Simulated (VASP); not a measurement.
# Be3Hg (Pm-3m) in VASP: a series of runs

Be3Hg is run at these levels: PBE; tasks: single point, relaxation of cell and atoms.

Everything below comes from runs of VASP 6.6.1. Logs are shortened: lines on timing, memory, paths and dates and some standing lists are left out, and cuts for length are marked.

## Step 1: The cell of the first run

Symmetry: Pm-3m, No. 221, cubic system. The conventional cell has a = 3.598 Å, b = 3.598 Å, c = 3.598 Å, α = 90.00°, β = 90.00°, γ = 90.00°. Be (site symmetry 4/mmm) has 8 Be at 2.54 Å and 4 Hg at 2.54 Å within 3.4 Å. Hg (site symmetry m-3m) has 12 Be at 2.54 Å within 3.4 Å.

## Step 2: Single point, PBE

INCAR

```
SYSTEM = Be3Hg
  PREC = Accurate
  ENCUT = 520
  EDIFF = 1E-7
  ISMEAR = 0
  SIGMA = 0.1
  LREAL = .False.
  LASPH = .True.
  NELM = 100
  ALGO = Normal
  ISIF = 2
  LWAVE = .False.
  LCHARG = .True.
  GGA = PE
  LELF = .True.
  LVHAR = .True.
  NBANDS = 17
```

KPOINTS

```
Automatic mesh
0
Gamma
  14 14 14
  0 0 0
```

POSCAR

```
Be3Hg
1.0
    3.5984163076      0.0000000000      0.0000000000
    0.0000000000      3.5984163076      0.0000000000
    0.0000000000      0.0000000000      3.5984163076
Be Hg
3 1
Direct
    0.0000000000      0.5000000000      0.5000000000
    0.5000000000      0.0000000000      0.5000000000
    0.5000000000      0.5000000000      0.0000000000
    0.0000000000      0.0000000000      0.0000000000
```

Potentials or basis: VASP PAW PBE potentials, release 64 (Be, Hg).

Launch:

```sh
cat potpaw_PBE.64/Be/POTCAR potpaw_PBE.64/Hg/POTCAR > POTCAR
mpirun -np 1 vasp_std > vasp.out
```

OUTCAR:

```text
SYSTEM = Be3Hg
   PREC = Accurate
   ENCUT = 520
   EDIFF = 1E-7
   ISMEAR = 0
   LREAL = .False.
   LASPH = .True.
   NELM = 100
   ISIF = 2
   GGA = PE

 ion  position               nearest neighbor table
   1  0.000  0.500  0.500-   4 2.54   4 2.54   4 2.54   4 2.54
   2  0.500  0.000  0.500-   4 2.54   4 2.54   4 2.54   4 2.54
   3  0.500  0.500  0.000-   4 2.54   4 2.54   4 2.54   4 2.54
   4  0.000  0.000  0.000-   1 2.54   2 2.54   3 2.54   1 2.54   2 2.54   1 2.54   3 2.54   1 2.54
                             2 2.54   3 2.54   2 2.54   3 2.54

  LATTYP: Found a simple cubic cell.
 ALAT       =     3.5984163076

  Lattice vectors:

 A1 = (   3.5984163076,   0.0000000000,   0.0000000000)
 A2 = (   0.0000000000,   3.5984163076,   0.0000000000)
 A3 = (   0.0000000000,   0.0000000000,   3.5984163076)

Analysis of symmetry for initial positions (statically):
=====================================================================
 Subroutine PRICEL returns:
 Original cell was already a primitive cell.

 Routine SETGRP: Setting up the symmetry group for a
 simple cubic supercell.

 Subroutine GETGRP returns: Found 48 space group operations
 (whereof 48 operations were pure point group operations)
 out of a pool of 48 trial point group operations.

The static configuration has the point symmetry O_h .

Analysis of symmetry for dynamics (positions and initial velocities):
=====================================================================
 Subroutine PRICEL returns:
 Original cell was already a primitive cell.

 Routine SETGRP: Setting up the symmetry group for a
 simple cubic supercell.

 Subroutine GETGRP returns: Found 48 space group operations
 (whereof 48 operations were pure point group operations)
 out of a pool of 48 trial point group operations.

The dynamic configuration has the point symmetry O_h .

 Subroutine INISYM returns: Found 48 space group operations
 (whereof 48 operations are pure point group operations),
 and found     1 'primitive' translations

----------------------------------------------------------------------------------------

                                     Primitive cell

  volume of cell :      46.5945

  direct lattice vectors                    reciprocal lattice vectors
     3.598416308  0.000000000  0.000000000     0.277900030  0.000000000  0.000000000
     0.000000000  3.598416308  0.000000000     0.000000000  0.277900030  0.000000000
     0.000000000  0.000000000  3.598416308     0.000000000  0.000000000  0.277900030

  length of vectors
     3.598416308  3.598416308  3.598416308     0.277900030  0.277900030  0.277900030

  position of ions in fractional coordinates (direct lattice)
     0.000000000  0.500000000  0.500000000
     0.500000000  0.000000000  0.500000000
     0.500000000  0.500000000  0.000000000
     0.000000000  0.000000000  0.000000000

  ion indices of the primitive-cell ions
   primitive index   ion index
                 1           1
                 2           2
                 3           3
                 4           4

----------------------------------------------------------------------------------------

 KPOINTS: Automatic mesh

Automatic generation of k-mesh.
 Grid dimensions read from file:
 generate k-points for:   14   14   14

 Generating k-lattice:

  Cartesian coordinates                     Fractional coordinates (reciprocal lattice)
     0.019850002  0.000000000  0.000000000     0.071428571  0.000000000  0.000000000
     0.000000000  0.019850002  0.000000000     0.000000000  0.071428571  0.000000000
     0.000000000  0.000000000  0.019850002     0.000000000  0.000000000  0.071428571

  Length of vectors
     0.019850002  0.019850002  0.019850002

  Shift w.r.t. Gamma in fractional coordinates (k-lattice)
     0.000000000  0.000000000  0.000000000

 Subroutine IBZKPT returns following result:
 ===========================================

 Found    120 irreducible k-points:

 Following reciprocal coordinates:
            Coordinates               Weight
  0.000000  0.000000  0.000000      1.000000
  0.071429  0.000000  0.000000      6.000000
  0.142857  0.000000  0.000000      6.000000
  0.214286  0.000000  0.000000      6.000000
  0.285714  0.000000  0.000000      6.000000
  0.357143  0.000000  0.000000      6.000000
[... 16 lines left out ...]
  0.285714  0.214286  0.000000     24.000000
  0.357143  0.214286  0.000000     24.000000
 [... further k-points ...]
   k-points           NKPTS =    120   k-points in BZ     NKDIM =    120   number of bands    NBANDS=     17
   number of dos      NEDOS =    301   number of ions     NIONS =      4
   total plane-waves  NPLWV =  21952
   dimension x,y,z NGX =    28 NGY =   28 NGZ =   28
   dimension x,y,z NGXF=    56 NGYF=   56 NGZF=   56
   ions per type =               3   1
   NGX,Y,Z   is equivalent  to a cutoff of  12.94, 12.94, 12.94 a.u.
   NGXF,Y,Z  is equivalent  to a cutoff of  25.87, 25.87, 25.87 a.u.
 SYSTEM =  Be3Hg
   PREC   = accura    normal or accurate (medium, high low for compatibility)
   ISTART =      0    job   : 0-new  1-cont  2-samecut
   ICHARG =      2    charge: 1-file 2-atom 10-const
   ISPIN  =      1    spin polarized calculation?
   LNONCOLLINEAR =      F non collinear calculations
   LSORBIT =      F    spin-orbit coupling
   LASPH  =      T    aspherical Exc in radial PAW
   ENCUT  =  520.0 eV  38.22 Ry    6.18 a.u.   6.69  6.69  6.69*2*pi/ulx,y,z
   NELM   =    100;   NELMIN=  2; NELMDL= -5     # of ELM steps
   EDIFF  = 0.1E-06   stopping-criterion for ELM
   LREAL  =      F    real-space projection
   EDIFFG = 0.1E-05   stopping-criterion for IOM
   NSW    =      0    number of steps for IOM
   IBRION =     -1    ionic relax: 0-MD 1-quasi-New 2-CG
   NFREE  =      0    steps in history (QN), initial steepest desc. (CG)
   ISIF   =      2    stress and relaxation
   ISYM   =      2    0-nonsym 1-usesym 2-fastsym
   POTIM  = 0.5000    time-step for ionic-motion
   TEBEG  =    0.0;   TEEND  =   0.0 temperature during run
   PSTRESS=    0.0 pullay stress
   NELECT =      18.0000    total number of electrons
   NUPDOWN=      -1.0000    fix difference up-down
   EMIN   =  10.00;   EMAX   =-10.00  energy-range for DOS
   EFERMI =   0.00;   METHOD = LEGACY
   ISMEAR =     0;   SIGMA  =   0.10  broadening in eV -4-tet -1-fermi 0-gaus
   EFERMI_NEDOS =   21; number of points for ismear=-14 and -15
   IALGO  =     38    algorithm
   IMIX   =      4    mixing-type and parameters
     AMIX     =   0.40;   BMIX     =  1.00
     AMIX_MAG =   1.60;   BMIX_MAG =  1.00
  volume/ion in A,a.u.               =      11.65        78.61
  Fermi-wavevector in a.u.,A,eV,Ry     =   1.192306  2.253131 19.341943  1.421593
  Thomas-Fermi vector in A             =   2.328347
   LORBIT       =      0    0 simple, 1 ext, 2 COOP (PROOUT), +10 PAW based schemes
   GGA     = PE    functional components
   LHFCALC =     F    Hartree Fock is set to
   AEXX    =    0.0000 exact exchange contribution
   IVDW    =     0    specifies the selected vdW correction
   LEPSILON=     F    determine dielectric tensor
   LRPA    =     F    only Hartree local field effects (RPA)
 non-spin polarized calculation
 Gauss-broadening in eV      SIGMA  =   0.10
  energy-cutoff  :      520.00
  volume of cell :       46.59
 maximum number of plane-waves:      1328
 NGX is ok and might be reduce to    28
   NGX = 13   NGY = 13   NGZ = 13

 number of electron      17.9999997 magnetization

 Free energy of the ion-electron system (eV)
  ---------------------------------------------------
  ext. energy  EPLUGINS =         0.00000000
  ---------------------------------------------------
  free energy    TOTEN  =        -9.68768865 eV

  energy without entropy =       -9.68537911  energy(sigma->0) =       -9.68653388

 E-fermi :   6.0584     XC(G=0): -10.9645

 val. band max:        6.0224493412   @ k =   0.5000   0.1429   0.0714
 cond. band min:       6.1052370512   @ k =   0.5000   0.5000   0.2857
 fundamental gap:      0.0827877099
 Fermi energy:         6.0583893574

 k-point     1 :       0.0000    0.0000    0.0000
  band No.  band energies     occupation
      1      -5.4601      2.00000
      2      -3.2592      2.00000
      3      -3.2592      2.00000
      4      -2.4216      2.00000
      5      -2.4216      2.00000
      6      -2.4216      2.00000
[... 9 lines left out ...]
     16      15.1209      0.00000
     17      15.1209      0.00000

 k-point     2 :       0.0714    0.0000    0.0000
  band No.  band energies     occupation
      1      -5.4053      2.00000
      2      -3.2594      2.00000
      3      -3.2377      2.00000
      4      -2.4510      2.00000
      5      -2.4510      2.00000
      6      -2.4199      2.00000
[... 9 lines left out ...]
     16      14.8857      0.00000
     17      14.8912      0.00000

 k-point     3 :       0.1429    0.0000    0.0000
  band No.  band energies     occupation
      1      -5.2448      2.00000
      2      -3.2596      2.00000
      3      -3.1730      2.00000
      4      -2.5307      2.00000
      5      -2.5307      2.00000
      6      -2.4152      2.00000
[... 9 lines left out ...]
     16      14.4819      0.00000
     17      14.4860      0.00000

 k-point     4 :       0.2143    0.0000    0.0000
  band No.  band energies     occupation
      1      -4.9931      2.00000
      2      -3.2600      2.00000
      3      -3.0623      2.00000
      4      -2.6399      2.00000
      5      -2.6399      2.00000
      6      -2.4084      2.00000
[... 9 lines left out ...]
     16      14.1873      0.00000
     17      14.3421      0.00000

 k-point     5 :       0.2857    0.0000    0.0000
  band No.  band energies     occupation
      1      -4.6805      2.00000
      2      -3.2605      2.00000
      3      -2.8948      2.00000
      4      -2.7541      2.00000
      5      -2.7541      2.00000
      6      -2.4008      2.00000
[... 9 lines left out ...]
     16      14.3807      0.00000
     17      14.5527      0.00000

 k-point     6 :       0.3571    0.0000    0.0000
  band No.  band energies     occupation
      1      -4.3643      2.00000
      2      -3.2608      2.00000
      3      -2.8514      2.00000
      4      -2.8514      2.00000
      5      -2.6400      2.00000
      6      -2.3939      2.00000
[... 9 lines left out ...]
     16      14.9772      0.00000
     17      14.9773      0.00000

 k-point     7 :       0.4286    0.0000    0.0000
  band No.  band energies     occupation
      1      -4.1278      2.00000
      2      -3.2611      2.00000
      3      -2.9160      2.00000
      4      -2.9160      2.00000
      5      -2.3892      2.00000
      6      -2.2490      2.00000
[... 9 lines left out ...]
     16      15.4393      0.00000
     17      15.4393      0.00000

 k-point     8 :       0.5000    0.0000    0.0000
  band No.  band energies     occupation
      1      -4.0415      2.00000
      2      -3.2612      2.00000
      3      -2.9386      2.00000
      4      -2.9386      2.00000
      5      -2.3875      2.00000
      6      -1.7794      2.00000
[... 9 lines left out ...]
     16      15.6649      0.00000
     17      15.6649      0.00000
[... 203 lines left out ...]
      1      -4.1585      2.00000
      2      -3.1917      2.00000
      3      -3.0422      2.00000
      4      -2.8343      2.00000
      5      -2.5054      2.00000
      6      -2.4871      2.00000
[... 9 lines left out ...]
     16      13.7790      0.00000
     17      14.7337      0.00000

 k-point    20 :       0.4286    0.1429    0.0000
  band No.  band energies     occupation
      1      -3.9305      2.00000
      2      -3.1871      2.00000
      3      -3.1259      2.00000
      4      -2.8970      2.00000
      5      -2.4806      2.00000
      6      -2.0689      2.00000
[... 9 lines left out ...]
     16      14.1995      0.00000
     17      15.0486      0.00000

 k-point    21 :       0.5000    0.1429    0.0000
  band No.  band energies     occupation
      1      -3.8461      2.00000
      2      -3.1761      2.00000
      3      -3.1694      2.00000
      4      -2.9189      2.00000
      5      -2.4783      2.00000
      6      -1.5312      2.00000
[... 9 lines left out ...]
     16      14.3973      0.00000
     17      15.2095      0.00000

 k-point    22 :       0.2143    0.2143    0.0000
  band No.  band energies     occupation
      1      -4.5272      2.00000
      2      -3.1662      2.00000
      3      -2.9604      2.00000
      4      -2.8413      2.00000
      5      -2.6416      2.00000
      6      -2.5842      2.00000
[... 9 lines left out ...]
     16      12.4996      0.00000
     17      13.5601      0.00000

 k-point    23 :       0.2857    0.2143    0.0000
  band No.  band energies     occupation
      1      -4.2320      2.00000
      2      -3.1778      2.00000
      3      -2.9500      2.00000
      4      -2.7511      2.00000
      5      -2.7271      2.00000
      6      -2.5917      2.00000
[... 9 lines left out ...]
     16      13.2850      0.00000
     17      14.0779      0.00000

 k-point    24 :       0.3571    0.2143    0.0000
  band No.  band energies     occupation
      1      -3.9541      2.00000
      2      -3.2387      2.00000
      3      -2.9872      2.00000
      4      -2.8161      2.00000
      5      -2.5819      2.00000
      6      -2.4286      2.00000
[... 9 lines left out ...]
     16      13.6365      0.00000
     17      14.8264      0.00000

 [... further k-points ...]

------------------------ aborting loop because EDIFF is reached ----------------------------------------

  FORCE on cell =-STRESS in cart. coord.  units (eV):
  Direction    XX          YY          ZZ          XY          YZ          ZX
  --------------------------------------------------------------------------------------
  -------------------------------------------------------------------------------------
  Total        0.1020146      0.1020146      0.1020146      0.0000000      0.0000000      0.0000000
  in kB        3.5078315      3.5078315      3.5078315      0.0000000      0.0000000      0.0000000
  external PRESSURE =       3.5078315 kB  Pullay stress =       0.0000000 kB

 VOLUME and BASIS-vectors are now :
 -----------------------------------------------------------------------------
  energy-cutoff  :      520.00
  volume of cell :       46.59
      direct lattice vectors                 reciprocal lattice vectors
     3.598416308  0.000000000  0.000000000     0.277900030  0.000000000  0.000000000
     0.000000000  3.598416308  0.000000000     0.000000000  0.277900030  0.000000000
     0.000000000  0.000000000  3.598416308     0.000000000  0.000000000  0.277900030

 POSITION                                       TOTAL-FORCE (eV/Angst)
 -----------------------------------------------------------------------------------
      0.00000      1.79921      1.79921         0.000000      0.000000      0.000000
      1.79921      0.00000      1.79921         0.000000      0.000000      0.000000
      1.79921      1.79921      0.00000         0.000000      0.000000      0.000000
      0.00000      0.00000      0.00000         0.000000      0.000000      0.000000
 -----------------------------------------------------------------------------------
    total drift:                               -0.000000     -0.000000     -0.000000

  FREE ENERGIE OF THE ION-ELECTRON SYSTEM (eV)
  ---------------------------------------------------
  free  energy   TOTEN  =        -9.6876886516 eV

  energy  without entropy=       -9.6853791069  energy(sigma->0) =       -9.68653388
```

It took 85 s on 1 thread of Intel Xeon Platinum 8259CL at 2.50GHz (Skylake/Cascade Lake), shared host; peak memory 0.23 GiB.

What came out:

* Free energy: -9.6877 eV
* Pressure: 0.4 GPa
* Band gap on the k mesh: zero (band 9 reaches 7.21 eV, above the bottom of band 10 at 2.76 eV)

Levels at points of the mesh, in eV from the Fermi level:
```tsv
k point	band 7	band 8	band 9	band 10	band 11	band 12
(0.00, 0.00, 0.00)	-2.16	-2.16	-2.16	1.78	4.38	4.38
(0.50, 0.00, 0.00)	-7.63	1.13	1.13	1.86	1.86	3.01
(0.50, 0.50, 0.00)	-5.50	-5.50	-3.58	3.04	4.93	4.93
(0.50, 0.50, 0.50)	-4.20	-4.20	-4.16	-3.29	0.82	0.82
```

Caveat: spin-orbit coupling is left out, which moves the levels of the heavy elements.

(Continued in part 2 of 2.)
